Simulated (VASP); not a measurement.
# Os: single point with LDA

Crystal: Os.

```xyz
1
Lattice="-1.4821 1.4821 1.4821 1.4821 -1.4821 1.4821 1.4821 1.4821 -1.4821" Properties=species:S:1:pos:R:3 pbc="T T T"
Os    0.0000    0.0000    0.0000
```

This isn't the form of Os at room conditions, which is hcp.

```yaml
Program: VASP 6.6.1
Task: single point
Functional: LDA
Potentials_or_basis: VASP PAW LDA potentials, release 64 (Os)
Cutoff: 520 eV
k_mesh: 16 × 16 × 16
Occupations: fermi-dirac, width 0.1 eV
Spin: no spin polarisation
```

```
Pressure               : 42.8 GPa
Band gap on the k mesh : zero (bands 4 and 5 overlap by 5.24 eV)
```

Levels at points of the mesh, in eV from the Fermi level:
```tsv
k point	band 2	band 3	band 4	band 5	band 6	band 7
(0.00, 0.00, 0.00)	-3.91	-3.91	-3.91	-0.15	-0.15	16.31
(0.50, 0.00, 0.00)	-6.31	-0.25	-0.11	0.66	3.87	10.49
(0.50, 0.50, 0.50)	-8.55	2.86	2.86	2.86	8.53	8.53
```

It took 26 s on 1 thread of Intel Xeon 8259CL (shared host), peak memory 0.13 GiB.

Caveat: the cell stands under pressure; spin-orbit coupling is left out, which moves the levels of the heavy elements.
